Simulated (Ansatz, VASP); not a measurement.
# One calculation of H, two programs

File POSCAR:

```
H
1.0
    1.6485318600     -2.7316882300      0.0000000000
    1.6485318600      2.7316882300      0.0000000000
    0.0000000000      0.0000000000      6.3137686200
H
4
Direct
    0.5678085000      0.4321915000      0.9995149500
    0.4321915000      0.5678085000      0.0004850500
    0.4321915000      0.5678085000      0.4995149500
    0.5678085000      0.4321915000      0.5004850500
```

File INCAR.step1:

```
SYSTEM = H
PREC     = Accurate       ! precision mode
ENCUT    = 600            ! plane-wave cutoff, eV
ISMEAR   = 0              ! smearing method
SIGMA    = 0.02           ! smearing width, eV
LREAL    = .FALSE.        ! projectors in reciprocal space
LASPH    = .TRUE.         ! aspherical terms in the spheres
NELM     = 100            ! most SCF steps
GGA      = PE             ! functional
ALGO     = Normal         ! electronic algorithm
EDIFF    = 1E-4           ! SCF threshold, eV
LWAVE    = .TRUE.         ! write WAVECAR
LCHARG   = .FALSE.        ! write CHGCAR
```

The input INCAR.step2:

```
SYSTEM = H
PREC     = Accurate       ! precision mode
ENCUT    = 600            ! plane-wave cutoff, eV
EDIFF    = 1E-6           ! SCF threshold, eV
ISMEAR   = 0              ! smearing method
SIGMA    = 0.02           ! smearing width, eV
LREAL    = .FALSE.        ! projectors in reciprocal space
LASPH    = .TRUE.         ! aspherical terms in the spheres
NELM     = 100            ! most SCF steps
ALGO     = Normal         ! electronic algorithm
ISIF     = 3              ! what is computed and relaxed
LWAVE    = .FALSE.        ! write WAVECAR
LCHARG   = .FALSE.        ! write CHGCAR
METAGGA  = R2SCAN         ! meta-GGA
LMIXTAU  = .TRUE.       
IBRION   = 2              ! ionic algorithm
NSW      = 100            ! ionic steps
EDIFFG   = -0.01          ! ionic threshold
ISTART   = 1
```

The input KPOINTS:

```
regular mesh
0
G
  8 8 4
  0 0 0
```

Input for Ansatz:

```yaml
crystal:
  lattice:
    - [1.64853186, -2.73168823, 0.0]
    - [1.64853186, 2.73168823, 0.0]
    - [0.0, 0.0, 6.31376862]
  atoms:
    - { symbol: H, position: [0.5678085, 0.4321915, 0.99951495] }
    - { symbol: H, position: [0.4321915, 0.5678085, 0.00048505] }
    - { symbol: H, position: [0.4321915, 0.5678085, 0.49951495] }
    - { symbol: H, position: [0.5678085, 0.4321915, 0.50048505] }
basis:
  ecutwfc: 500
kpoints:
  mp_grid: { grid: [8, 8, 4] }
hamiltonian:
  xc: r2scan
scf:
  occupations: { method: gaussian, width: 0.02 }
output:
  forces: true
  stress: true
  eigenvalues: true
relax:
  adjacent_minimum: "off"
  f_tol: 0.01
  max_steps: 80
  cell: { stress_tol: 0.05 }
```

Alike in both runs: task relaxation of cell and atoms; functional r2SCAN; k mesh 8 × 8 × 4; occupations gaussian, width 0.02 eV; no spin polarisation.

|  | VASP | Ansatz |
| --- | --- | --- |
| version | VASP 6.6.1 | Ansatz 0.2.0 |
| potentials or method | VASP PAW PBE potentials, release 64 (H), cutoff 600 eV | scalar-relativistic, plane waves, PAW |
| valence electrons in the cell | 4 | 4 |

VASP gave:

```
gap on the k mesh at the Fermi level, each at its own relaxed structure (eV) : 9.27
relaxed volume (Å³/atom)                                                     : 15.22
relaxed cell length with the largest relative difference (Å)                 : 6.474
```

Q: Estimate Ansatz's values.

A: gap on the k mesh at the Fermi level, each at its own relaxed structure (eV): 10.52; relaxed volume (Å³/atom): 25.86; relaxed cell length with the largest relative difference (Å): 7.894.

VASP's potentials were made for PBE, not for r2SCAN. One of these differences is far larger than is usual between the two programs; its cause wasn't traced.
